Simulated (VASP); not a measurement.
# CuF (P6_3/mmc) in VASP: single point with PBE

Aim: the single point of CuF with PBE.

All numbers are computed with VASP 6.6.1; they aren't measurements. Logs are shortened: lines on timing, memory, paths and dates and some standing lists are left out, and cuts for length are marked.

### Step 1. The cell of the first run

It takes space group P6_3/mmc (No. 194, hexagonal). The conventional cell has a = 3.147 Å, b = 3.147 Å, c = 13.156 Å, α = 90.00°, β = 90.00°, γ = 120.00°. Cu (site symmetry 3m) has 3 F at 1.96 Å and 1 Cu at 2.45 Å within 2.6 Å. Within 2.6 Å of F (site symmetry 3m) lie 3 Cu at 1.96 Å.

### Step 2. Single point, PBE

Input file INCAR:

```
SYSTEM = CuF
PREC     = Accurate       ! precision mode
ENCUT    = 520            ! plane-wave cutoff, eV
EDIFF    = 1E-7           ! SCF threshold, eV
ISMEAR   = 0              ! smearing method
SIGMA    = 0.0355         ! smearing width, eV
LREAL    = .FALSE.        ! projectors in reciprocal space
LASPH    = .TRUE.         ! aspherical terms in the spheres
NELM     = 60             ! most SCF steps
ALGO     = Normal         ! electronic algorithm
ISIF     = 2              ! what is computed and relaxed
LWAVE    = .FALSE.        ! write WAVECAR
LCHARG   = .TRUE.         ! write CHGCAR
GGA      = PE             ! functional
LELF     = .TRUE.         ! ELF
LVHAR    = .TRUE.       
NBANDS   = 46             ! bands
```

Input file KPOINTS:

```
regular mesh
0
G
  12 12 3
  0 0 0
```

Input file POSCAR:

```
CuF
1.0
    1.5736089900      2.7255678800      0.0000000000
   -1.5736089900      2.7255678800      0.0000000000
    0.0000000000      0.0000000000     13.1561454200
Cu F
4 4
Direct
    0.3333300000      0.3333400000      0.1570000000
    0.6666600000      0.6666700000      0.6570000000
    0.3333300000      0.3333400000      0.3430000000
    0.6666700000      0.6666700000      0.8430000000
    0.3333300000      0.3333400000      0.6020000000
    0.6666600000      0.6666700000      0.1020000000
    0.3333300000      0.3333400000      0.8980000000
    0.6666700000      0.6666700000      0.3980000000
```

Potentials or basis: VASP PAW PBE potentials, release 64 (Cu, F).

The run is started by

```console
$ cat potpaw_PBE.64/Cu/POTCAR potpaw_PBE.64/F/POTCAR > POTCAR
$ mpirun -np 1 vasp_std > vasp.out
```

OUTCAR:

```text
SYSTEM = CuF
   PREC = Accurate
   ENCUT = 520
   EDIFF = 1E-7
   ISMEAR = 0
   LREAL = .FALSE.
   LASPH = .TRUE.
   NELM = 60
   ISIF = 2
   GGA = PE

 ion  position               nearest neighbor table
   1  0.333  0.333  0.157-   6 1.96   6 1.96   6 1.96   3 2.45
   2  0.667  0.667  0.657-   5 1.96   5 1.96   5 1.96   4 2.45
   3  0.333  0.333  0.343-   8 1.96   8 1.96   8 1.96   1 2.45
   4  0.667  0.667  0.843-   7 1.96   7 1.96   7 1.96   2 2.45
   5  0.333  0.333  0.602-   2 1.96   2 1.96   2 1.96
   6  0.667  0.667  0.102-   1 1.96   1 1.96   1 1.96
   7  0.333  0.333  0.898-   4 1.96   4 1.96   4 1.96
   8  0.667  0.667  0.398-   3 1.96   3 1.96   3 1.96

  LATTYP: Found a hexagonal cell.
 ALAT       =     3.1472155188
 C/A-ratio  =     4.1802492843

  Lattice vectors:

 A1 = (   1.5736089900,  -2.7255678800,   0.0000000000)
 A2 = (   1.5736089900,   2.7255678800,   0.0000000000)
 A3 = (   0.0000000000,   0.0000000000,  13.1561454200)

Analysis of symmetry for initial positions (statically):
=====================================================================
 Subroutine PRICEL returns:
 Original cell was already a primitive cell.

 Routine SETGRP: Setting up the symmetry group for a
 hexagonal supercell.

 Subroutine GETGRP returns: Found  2 space group operations
 (whereof  1 operations were pure point group operations)
 out of a pool of 24 trial point group operations.

The static configuration has the point symmetry C_1 .
 The point group associated with its full space group is C_2 .

Analysis of symmetry for dynamics (positions and initial velocities):
=====================================================================
 Subroutine PRICEL returns:
 Original cell was already a primitive cell.

 Routine SETGRP: Setting up the symmetry group for a
 hexagonal supercell.

 Subroutine GETGRP returns: Found  2 space group operations
 (whereof  1 operations were pure point group operations)
 out of a pool of 24 trial point group operations.

The dynamic configuration has the point symmetry C_1 .
 The point group associated with its full space group is C_2 .

 Subroutine INISYM returns: Found  2 space group operations
 (whereof  1 operations are pure point group operations),
 and found     1 'primitive' translations

----------------------------------------------------------------------------------------
[... 109 lines left out ...]
   IBRION =     -1    ionic relax: 0-MD 1-quasi-New 2-CG
   NFREE  =      0    steps in history (QN), initial steepest desc. (CG)
   ISIF   =      2    stress and relaxation
   ISYM   =      2    0-nonsym 1-usesym 2-fastsym
   POTIM  = 0.5000    time-step for ionic-motion
   TEBEG  =    0.0;   TEEND  =   0.0 temperature during run
   PSTRESS=    0.0 pullay stress
   NELECT =      72.0000    total number of electrons
   NUPDOWN=      -1.0000    fix difference up-down
   EMIN   =  10.00;   EMAX   =-10.00  energy-range for DOS
   EFERMI =   0.00;   METHOD = LEGACY
   ISMEAR =     0;   SIGMA  =   0.04  broadening in eV -4-tet -1-fermi 0-gaus
   EFERMI_NEDOS =   21; number of points for ismear=-14 and -15
   IALGO  =     38    algorithm
   IMIX   =      4    mixing-type and parameters
     AMIX     =   0.40;   BMIX     =  1.00
     AMIX_MAG =   1.60;   BMIX_MAG =  1.00
  volume/ion in A,a.u.               =      14.11        95.20
  Fermi-wavevector in a.u.,A,eV,Ry     =   1.409337  2.663261 27.024308  1.986231
  Thomas-Fermi vector in A             =   2.531403
   LORBIT       =      0    0 simple, 1 ext, 2 COOP (PROOUT), +10 PAW based schemes
   GGA     = PE    functional components
   LHFCALC =     F    Hartree Fock is set to
   AEXX    =    0.0000 exact exchange contribution
   IVDW    =     0    specifies the selected vdW correction
   LEPSILON=     F    determine dielectric tensor
   LRPA    =     F    only Hartree local field effects (RPA)
 non-spin polarized calculation
 Gauss-broadening in eV      SIGMA  =   0.04
  energy-cutoff  :      520.00
  volume of cell :      112.85
 maximum number of plane-waves:      3058
   NGX = 11   NGY = 11   NGZ = 49

 number of electron      71.9999908 magnetization

 Free energy of the ion-electron system (eV)
  ---------------------------------------------------
  ext. energy  EPLUGINS =         0.00000000
  ---------------------------------------------------
  free energy    TOTEN  =       -28.37417818 eV

  energy without entropy =      -28.36766920  energy(sigma->0) =      -28.37092369

 E-fermi :   2.2803     XC(G=0):  -9.7316

 val. band max:        2.2775028323   @ k =   0.0000   0.1667   0.3333
 cond. band min:       2.2811582391   @ k =  -0.1667  -0.0000   0.3333
 fundamental gap:      0.0036554069
 Fermi energy:         2.2802794100

 k-point     1 :       0.0000    0.0000    0.0000
  band No.  band energies     occupation
      1     -21.8779      2.00000
      2     -21.8647      2.00000
      3     -21.8003      2.00000
      4     -21.7868      2.00000
      5      -4.2387      2.00000
      6      -3.8129      2.00000
[... 1165 lines left out ...]
     45      11.9367      0.00000
     46      12.4458      0.00000

 [... further k-points ...]

------------------------ aborting loop because EDIFF is reached ----------------------------------------

  FORCE on cell =-STRESS in cart. coord.  units (eV):
  Direction    XX          YY          ZZ          XY          YZ          ZX
  --------------------------------------------------------------------------------------
  -------------------------------------------------------------------------------------
  Total        6.8900405      6.8903463      2.3115611      0.0002773      0.0000238      0.0000137
  in kB       97.8182441     97.8225858     32.8173475      0.0039367      0.0003376      0.0001948
  external PRESSURE =      76.1527258 kB  Pullay stress =       0.0000000 kB

 VOLUME and BASIS-vectors are now :
 -----------------------------------------------------------------------------
  energy-cutoff  :      520.00
  volume of cell :      112.85
      direct lattice vectors                 reciprocal lattice vectors
     1.573608990  2.725567880  0.000000000     0.317740940  0.183448009  0.000000000
    -1.573608990  2.725567880  0.000000000    -0.317740940  0.183448009  0.000000000
     0.000000000  0.000000000 13.156145420     0.000000000  0.000000000  0.076010105

 POSITION                                       TOTAL-FORCE (eV/Angst)
 -----------------------------------------------------------------------------------
     -0.00002      1.81705      2.06551         0.000018     -0.000080      0.539695
     -0.00002      3.63408      8.64359        -0.000025      0.000070      0.539380
     -0.00002      1.81705      4.51256         0.000078      0.000024     -0.539695
      0.00000      3.63411     11.09063        -0.000073     -0.000013     -0.539380
     -0.00002      1.81705      7.92000         0.000018     -0.000078     -0.626140
     -0.00002      3.63408      1.34193        -0.000017      0.000078     -0.626327
     -0.00002      1.81705     11.81422         0.000077      0.000023      0.626140
      0.00000      3.63411      5.23615        -0.000076     -0.000024      0.626327
 -----------------------------------------------------------------------------------
    total drift:                               -0.000008      0.000004     -0.000000

  FREE ENERGIE OF THE ION-ELECTRON SYSTEM (eV)
  ---------------------------------------------------
  free  energy   TOTEN  =       -28.3741781802 eV

  energy  without entropy=      -28.3676691977  energy(sigma->0) =      -28.37092369
```

OSZICAR:

```text
N       E                     dE             d eps       ncg     rms          rms(c)
DAV:   1     0.927870956871E+03    0.92787E+03   -0.33232E+04 11182   0.227E+03
DAV:   2     0.151819355724E+03   -0.77605E+03   -0.72625E+03 11526   0.525E+02
DAV:   3    -0.209824165050E+02   -0.17280E+03   -0.16651E+03 13754   0.268E+02
[... 12 lines left out ...]
DAV:  16    -0.283741794576E+02   -0.74476E-06   -0.19037E-05 16854   0.422E-02    0.165E-02
DAV:  17    -0.283741783452E+02    0.11124E-05   -0.18342E-05 15658   0.412E-02    0.652E-03
DAV:  18    -0.283741782113E+02    0.13391E-06   -0.34432E-06 10880   0.178E-02    0.337E-03
DAV:  19    -0.283741782039E+02    0.73342E-08   -0.11664E-06  7502   0.109E-02    0.262E-03
DAV:  20    -0.283741781802E+02    0.23734E-07   -0.55842E-07  6898   0.824E-03
   1 F= -.28374178E+02 E0= -.28370924E+02  d E =-.650898E-02
```

Wall time 8.8 min (1 thread of Intel Xeon 8259CL, shared host); peak memory 0.55 GiB.

Results:

```
Free energy            : -28.3742 eV
Pressure               : 7.6 GPa
Largest force          : 0.626 eV/Å
Band gap on the k mesh : zero (bands 36 and 37 overlap by 0.06 eV)
```

Forces on the atoms (eV/Å):
```
Cu   0.000  0.000  0.540
Cu   0.000  0.000  0.539
Cu   0.000  0.000 -0.540
Cu   0.000  0.000 -0.539
F    0.000  0.000 -0.626
F    0.000  0.000 -0.626
F    0.000  0.000  0.626
F    0.000  0.000  0.626
```

Stress tensor (GPa, compression positive):
```
9.78 0.00 0.00
0.00 9.78 0.00
0.00 0.00 3.28
```

Caveat: the stress differs along the axes, from 3 to 10 GPa; semilocal functionals underestimate gaps, and a narrow one can read as zero. With open d or f shells a metallic result of PBE can be an artefact of self-interaction; +U or a hybrid may open a gap.
